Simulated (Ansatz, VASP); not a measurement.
Two plane-wave programs on C

```
CELL_PARAMETERS angstrom
0.00000 1.78325 1.61919
1.78325 0.00000 1.61919
1.78325 1.78325 0.00000
ATOMIC_POSITIONS crystal
C 0.50000 0.50000 0.50000
C 0.75000 0.75000 0.75000
```

Alike in both runs: task single point; functional PBE; k mesh 12 × 12 × 12; occupations gaussian, width 0.05 eV; no spin polarisation.

```csv
,VASP,Ansatz
version,VASP 6.6.1,Ansatz 0.2.0
potentials or method,"VASP PAW PBE potentials, release 64 (C), cutoff 520 eV","scalar-relativistic, plane waves, PAW"
valence electrons in the cell,8,8
```

|  | VASP | Ansatz | Ansatz less VASP |
| --- | --- | --- | --- |
| gap on the k mesh at the Fermi level (eV) | 1.85 | 1.86 | +0.013 |
| least direct gap on the mesh (eV) | 4.19 | 4.20 | +0.004 |
